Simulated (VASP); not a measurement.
# ZrH (P4_2/mmc) in VASP: further runs

ZrH is run at these levels: PBEsol; tasks: electric field gradients.

Everything below comes from runs of VASP 6.6.1. Logs are shortened: lines on timing, memory, paths and dates and some standing lists are left out, and cuts for length are marked.

**1. The cell of the first run**

Symmetry: P4_2/mmc, No. 131, tetragonal system. Conventional cell: a = 3.243 Å, b = 3.243 Å, c = 4.948 Å, α = 90.00°, β = 90.00°, γ = 90.00°. Zr (site symmetry mmm) has 4 H at 2.04 Å within 2.7 Å. Within 2.7 Å of H (site symmetry -4m2) lie 4 Zr at 2.04 Å and 2 H at 2.47 Å.

**2. Electric field gradients, PBEsol**

File INCAR:

```
SYSTEM = ZrH
ALGO     = Normal         ! electronic algorithm
EDIFF    = 1E-8           ! SCF threshold, eV
ENCUT    = 520            ! plane-wave cutoff, eV
GGA      = PS             ! functional
ISIF     = 2              ! what is computed and relaxed
ISMEAR   = -1             ! smearing method
LASPH    = .TRUE.         ! aspherical terms in the spheres
LCHARG   = .FALSE.        ! write CHGCAR
LEFG     = .TRUE.       
LREAL    = .FALSE.        ! projectors in reciprocal space
LWAVE    = .FALSE.        ! write WAVECAR
NBANDS   = 21             ! bands
NELM     = 100            ! most SCF steps
PREC     = Accurate       ! precision mode
SIGMA    = 0.02           ! smearing width, eV
```

File KPOINTS:

```
k-points
0
G
  9 9 6
  0 0 0
```

File POSCAR:

```
ZrH
1.0
    3.2427916985      0.0000000000      0.0000000000
    0.0000000000      3.2427916985      0.0000000000
    0.0000000000      0.0000000000      4.9480000000
Zr H
2 2
Direct
    0.0000000000      0.5000000000      0.0000000000
    0.5000000000      0.0000000000      0.5000000000
    0.0000000000      0.0000000000      0.7500000000
    0.0000000000      0.0000000000      0.2500000000
```

Potentials or basis: VASP PAW PBE potentials, release 64 (Zr_sv, H).

Started as:

```bash
cat potpaw_PBE.64/Zr_sv/POTCAR potpaw_PBE.64/H/POTCAR > POTCAR
mpirun -np 1 vasp_std > vasp.out
```

OUTCAR:

```text
SYSTEM = ZrH
   EDIFF = 1E-8
   ENCUT = 520
   GGA = PS
   ISIF = 2
   ISMEAR = -1
   LASPH = .TRUE.
   LREAL = .FALSE.
   NELM = 100
   PREC = Accurate

 ion  position               nearest neighbor table
   1  0.000  0.500  0.000-   3 2.04   4 2.04   3 2.04   4 2.04   2 3.37   2 3.37   2 3.37   2 3.37
                             2 3.37   2 3.37   2 3.37   2 3.37
   2  0.500  0.000  0.500-   3 2.04   4 2.04   3 2.04   4 2.04   1 3.37   1 3.37   1 3.37   1 3.37
                             1 3.37   1 3.37   1 3.37   1 3.37
   3  0.000  0.000  0.750-   1 2.04   2 2.04   1 2.04   2 2.04
   4  0.000  0.000  0.250-   1 2.04   2 2.04   1 2.04   2 2.04

  LATTYP: Found a simple tetragonal cell.
 ALAT       =     3.2427916985
 C/A-ratio  =     1.5258457712

  Lattice vectors:

 A1 = (   3.2427916985,   0.0000000000,   0.0000000000)
 A2 = (   0.0000000000,   3.2427916985,   0.0000000000)
 A3 = (   0.0000000000,   0.0000000000,   4.9480000000)

Analysis of symmetry for initial positions (statically):
=====================================================================
 Subroutine PRICEL returns:
 Original cell was already a primitive cell.

 Routine SETGRP: Setting up the symmetry group for a
 simple tetragonal supercell.

 Subroutine GETGRP returns: Found 16 space group operations
 (whereof  8 operations were pure point group operations)
 out of a pool of 16 trial point group operations.

The static configuration has the point symmetry D_2h.
 The point group associated with its full space group is D_4h.

Analysis of symmetry for dynamics (positions and initial velocities):
=====================================================================
 Subroutine PRICEL returns:
 Original cell was already a primitive cell.

 Routine SETGRP: Setting up the symmetry group for a
 simple tetragonal supercell.

 Subroutine GETGRP returns: Found 16 space group operations
 (whereof  8 operations were pure point group operations)
 out of a pool of 16 trial point group operations.

The dynamic configuration has the point symmetry D_2h.
 The point group associated with its full space group is D_4h.

 Subroutine INISYM returns: Found 16 space group operations
 (whereof  8 operations are pure point group operations),
 and found     1 'primitive' translations

----------------------------------------------------------------------------------------

                                     Primitive cell

  volume of cell :      52.0317

  direct lattice vectors                    reciprocal lattice vectors
     3.242791699  0.000000000  0.000000000     0.308376267  0.000000000  0.000000000
     0.000000000  3.242791699  0.000000000     0.000000000  0.308376267  0.000000000
     0.000000000  0.000000000  4.948000000     0.000000000  0.000000000  0.202101859

  length of vectors
     3.242791699  3.242791699  4.948000000     0.308376267  0.308376267  0.202101859

  position of ions in fractional coordinates (direct lattice)
     0.000000000  0.500000000  0.000000000
     0.500000000  0.000000000  0.500000000
     0.000000000  0.000000000  0.750000000
     0.000000000  0.000000000  0.250000000

  ion indices of the primitive-cell ions
   primitive index   ion index
                 1           1
                 2           2
                 3           3
                 4           4

----------------------------------------------------------------------------------------

 KPOINTS: k-points

Automatic generation of k-mesh.
 Grid dimensions read from file:
 generate k-points for:    9    9    6

 Generating k-lattice:

  Cartesian coordinates                     Fractional coordinates (reciprocal lattice)
     0.034264030  0.000000000  0.000000000     0.111111111  0.000000000  0.000000000
     0.000000000  0.034264030  0.000000000     0.000000000  0.111111111  0.000000000
     0.000000000  0.000000000  0.033683643     0.000000000  0.000000000  0.166666667

  Length of vectors
     0.034264030  0.034264030  0.033683643

  Shift w.r.t. Gamma in fractional coordinates (k-lattice)
     0.000000000  0.000000000  0.000000000

 Subroutine IBZKPT returns following result:
 ===========================================

 Found     60 irreducible k-points:

 Following reciprocal coordinates:
            Coordinates               Weight
  0.000000  0.000000  0.000000      1.000000
  0.111111  0.000000  0.000000      4.000000
  0.222222  0.000000  0.000000      4.000000
  0.333333  0.000000  0.000000      4.000000
  0.444444  0.000000  0.000000      4.000000
  0.111111  0.111111  0.000000      4.000000
[... 16 lines left out ...]
  0.333333  0.111111  0.166667     16.000000
  0.444444  0.111111  0.166667     16.000000
 [... further k-points ...]
   k-points           NKPTS =     60   k-points in BZ     NKDIM =     60   number of bands    NBANDS=     21
   number of dos      NEDOS =    301   number of ions     NIONS =      4
   total plane-waves  NPLWV =  23040
   dimension x,y,z NGX =    24 NGY =   24 NGZ =   40
   dimension x,y,z NGXF=    48 NGYF=   48 NGZF=   80
   ions per type =               2   2
   NGX,Y,Z   is equivalent  to a cutoff of  12.30, 12.30, 13.44 a.u.
   NGXF,Y,Z  is equivalent  to a cutoff of  24.61, 24.61, 26.88 a.u.
 SYSTEM =  ZrH
   PREC   = accura    normal or accurate (medium, high low for compatibility)
   ISTART =      0    job   : 0-new  1-cont  2-samecut
   ICHARG =      2    charge: 1-file 2-atom 10-const
   ISPIN  =      1    spin polarized calculation?
   LNONCOLLINEAR =      F non collinear calculations
   LSORBIT =      F    spin-orbit coupling
   LASPH  =      T    aspherical Exc in radial PAW
   ENCUT  =  520.0 eV  38.22 Ry    6.18 a.u.   6.03  6.03  9.20*2*pi/ulx,y,z
   NELM   =    100;   NELMIN=  2; NELMDL= -5     # of ELM steps
   EDIFF  = 0.1E-07   stopping-criterion for ELM
   LREAL  =      F    real-space projection
   EDIFFG = 0.1E-06   stopping-criterion for IOM
   NSW    =      0    number of steps for IOM
   IBRION =     -1    ionic relax: 0-MD 1-quasi-New 2-CG
   NFREE  =      0    steps in history (QN), initial steepest desc. (CG)
   ISIF   =      2    stress and relaxation
   ISYM   =      2    0-nonsym 1-usesym 2-fastsym
   POTIM  = 0.5000    time-step for ionic-motion
   TEBEG  =    0.0;   TEEND  =   0.0 temperature during run
   PSTRESS=    0.0 pullay stress
   NELECT =      26.0000    total number of electrons
   NUPDOWN=      -1.0000    fix difference up-down
   EMIN   =  10.00;   EMAX   =-10.00  energy-range for DOS
   EFERMI =   0.00;   METHOD = LEGACY
   ISMEAR =    -1;   SIGMA  =   0.02  broadening in eV -4-tet -1-fermi 0-gaus
   EFERMI_NEDOS =   21; number of points for ismear=-14 and -15
   IALGO  =     38    algorithm
   IMIX   =      4    mixing-type and parameters
     AMIX     =   0.40;   BMIX     =  1.00
     AMIX_MAG =   1.60;   BMIX_MAG =  1.00
  volume/ion in A,a.u.               =      13.01        87.78
  Fermi-wavevector in a.u.,A,eV,Ry     =   1.299102  2.454947 22.962100  1.687667
  Thomas-Fermi vector in A             =   2.430388
   LORBIT       =      0    0 simple, 1 ext, 2 COOP (PROOUT), +10 PAW based schemes
   GGA     = PS    functional components
   LHFCALC =     F    Hartree Fock is set to
   AEXX    =    0.0000 exact exchange contribution
   IVDW    =     0    specifies the selected vdW correction
   LEPSILON=     F    determine dielectric tensor
   LRPA    =     F    only Hartree local field effects (RPA)
 non-spin polarized calculation
  energy-cutoff  :      520.00
  volume of cell :       52.03
 maximum number of plane-waves:      1421
   NGX = 13   NGY = 13   NGZ = 19

 number of electron      25.9999998 magnetization

 Free energy of the ion-electron system (eV)
  ---------------------------------------------------
  ext. energy  EPLUGINS =         0.00000000
  ---------------------------------------------------
  free energy    TOTEN  =       -26.64139363 eV

  energy without entropy =      -26.63865550  energy(sigma->0) =      -26.64002457

 E-fermi :   8.1036     XC(G=0): -11.1625

 val. band max:        8.0976777957   @ k =   0.2222   0.0000   0.1667
 cond. band min:       8.1102388689   @ k =   0.1111   0.0000   0.5000
 fundamental gap:      0.0125610732
 Fermi energy:         8.1035595102

 k-point     1 :       0.0000    0.0000    0.0000
  band No.  band energies     occupation
      1     -40.7094      2.00000
      2     -40.6014      2.00000
      3     -19.1015      2.00000
      4     -18.6132      2.00000
      5     -18.6132      2.00000
      6     -18.3985      2.00000
[... 13 lines left out ...]
     20      12.8515      0.00000
     21      14.3309      0.00000

 k-point     2 :       0.1111    0.0000    0.0000
  band No.  band energies     occupation
      1     -40.7011      2.00000
      2     -40.5996      2.00000
      3     -19.0737      2.00000
      4     -18.6727      2.00000
      5     -18.6035      2.00000
      6     -18.4436      2.00000
[... 13 lines left out ...]
     20      12.8557      0.00000
     21      15.1328      0.00000

 k-point     3 :       0.2222    0.0000    0.0000
  band No.  band energies     occupation
      1     -40.6791      2.00000
      2     -40.5961      2.00000
      3     -18.9957      2.00000
      4     -18.8221      2.00000
      5     -18.6004      2.00000
      6     -18.5776      2.00000
[... 13 lines left out ...]
     20      13.4890      0.00000
     21      14.2924      0.00000
[... 457 lines left out ...]
 k-point    23 :       0.3333    0.1111    0.1667
  band No.  band energies     occupation
      1     -40.6404      2.00000
      2     -40.5959      2.00000
      3     -19.0439      2.00000
      4     -18.8549      2.00000
      5     -18.7516      2.00000
      6     -18.5896      2.00000
[... 13 lines left out ...]
     20      13.7812      0.00000
     21      14.8447      0.00000

 k-point    24 :       0.4444    0.1111    0.1667
  band No.  band energies     occupation
      1     -40.6167      2.00000
      2     -40.6005      2.00000
      3     -19.1407      2.00000
      4     -18.9260      2.00000
      5     -18.6899      2.00000
      6     -18.5855      2.00000
[... 13 lines left out ...]
     20      13.7342      0.00000
     21      15.4604      0.00000

 [... further k-points ...]

------------------------ aborting loop because EDIFF is reached ----------------------------------------

  FORCE on cell =-STRESS in cart. coord.  units (eV):
  Direction    XX          YY          ZZ          XY          YZ          ZX
  --------------------------------------------------------------------------------------
  -------------------------------------------------------------------------------------
  Total       -0.9940604     -0.9940604     -0.4841593      0.0000000      0.0000000      0.0000000
  in kB      -30.6094517    -30.6094517    -14.9084013      0.0000000      0.0000000      0.0000000
  external PRESSURE =     -25.3757682 kB  Pullay stress =       0.0000000 kB

 VOLUME and BASIS-vectors are now :
 -----------------------------------------------------------------------------
  energy-cutoff  :      520.00
  volume of cell :       52.03
      direct lattice vectors                 reciprocal lattice vectors
     3.242791699  0.000000000  0.000000000     0.308376267  0.000000000  0.000000000
     0.000000000  3.242791699  0.000000000     0.000000000  0.308376267  0.000000000
     0.000000000  0.000000000  4.948000000     0.000000000  0.000000000  0.202101859

 POSITION                                       TOTAL-FORCE (eV/Angst)
 -----------------------------------------------------------------------------------
      0.00000      1.62140      0.00000        -0.000000     -0.000000     -0.000000
      1.62140      0.00000      2.47400        -0.000000     -0.000000     -0.000000
      0.00000      0.00000      3.71100         0.000000      0.000000      0.000000
      0.00000      0.00000      1.23700        -0.000000     -0.000000     -0.000000
 -----------------------------------------------------------------------------------
    total drift:                                0.000000      0.000000     -0.000000

  FREE ENERGIE OF THE ION-ELECTRON SYSTEM (eV)
  ---------------------------------------------------
  free  energy   TOTEN  =       -26.6413936347 eV

  energy  without entropy=      -26.6386555025  energy(sigma->0) =      -26.64002457

 Electric field gradients (V/A^2)
---------------------------------------------------------------------
 ion       V_xx      V_yy      V_zz      V_xy      V_xz      V_yz
---------------------------------------------------------------------
   1      78.495   -42.914   -35.581     0.000    -0.000    -0.000
   2     -42.914    78.495   -35.581     0.000     0.000    -0.000
   3      -0.408    -0.408     0.816     0.000     0.000     0.000
   4      -0.408    -0.408     0.816     0.000     0.000     0.000
---------------------------------------------------------------------

 Electric field gradients after diagonalization (V/A^2)
 (convention: |V_zz| > |V_xx| > |V_yy|)
----------------------------------------------------------------------
 ion       V_xx      V_yy      V_zz     asymmetry (V_yy - V_xx)/ V_zz
----------------------------------------------------------------------
   1     -42.914   -35.581    78.495       0.093
   2     -42.914   -35.581    78.495       0.093
   3      -0.408    -0.408     0.816       0.000
   4      -0.408    -0.408     0.816       0.000
----------------------------------------------------------------------

           NMR quadrupolar parameters

 Cq : quadrupolar parameter    Cq=e*Q*V_zz/h
 eta: asymmetry parameters     (V_yy - V_xx)/ V_zz
 Q  : nuclear electric quadrupole moment in mb (millibarn)
----------------------------------------------------------------------
 ion       Cq(MHz)       eta       Q (mb)
----------------------------------------------------------------------
   1       0.190       0.093       1.000
   2       0.190       0.093       1.000
   3       0.002       0.000       1.000
   4       0.002       0.000       1.000
----------------------------------------------------------------------
```

Wall time 37 s (1 thread of AMD EPYC 9R14 (Zen 4), shared host); peak memory 0.16 GiB.

What came out:

```yaml
Free_energy: -26.6414 eV
Pressure: -2.5 GPa
Band_gap_on_the_k_mesh: zero (bands 13 and 14 overlap by 1.03 eV)
Largest_electric_field_gradient_by_atom: Zr +78.5; H +0.8 V/Å²
```

Levels at points of the mesh, in eV from the Fermi level:
| k point | band 11 | band 12 | band 13 | band 14 | band 15 | band 16 |
| --- | --- | --- | --- | --- | --- | --- |
| (0.00, 0.00, 0.00) | -3.01 | -2.88 | 0.05 | 0.68 | 0.68 | 2.31 |
| (0.00, 0.00, 0.50) | -1.72 | -1.72 | 0.04 | 0.04 | 1.78 | 1.78 |

Electric field gradients, principal values (V/Å²):
| atom | least | middle | greatest (by size) |
| --- | --- | --- | --- |
| 1 Zr | -35.581 | -42.914 | 78.495 |
| 2 Zr | -35.581 | -42.914 | 78.495 |
| 3 H | -0.408 | -0.408 | 0.816 |
| 4 H | -0.408 | -0.408 | 0.816 |

Caveat: without QUAD_EFG the Cq values of the log hold for a quadrupole moment of 1 mb, not for the nuclei; the PAW data sets were made with another functional, which shifts forces and pressure a little.

(Part 1 of 2 ends here.)
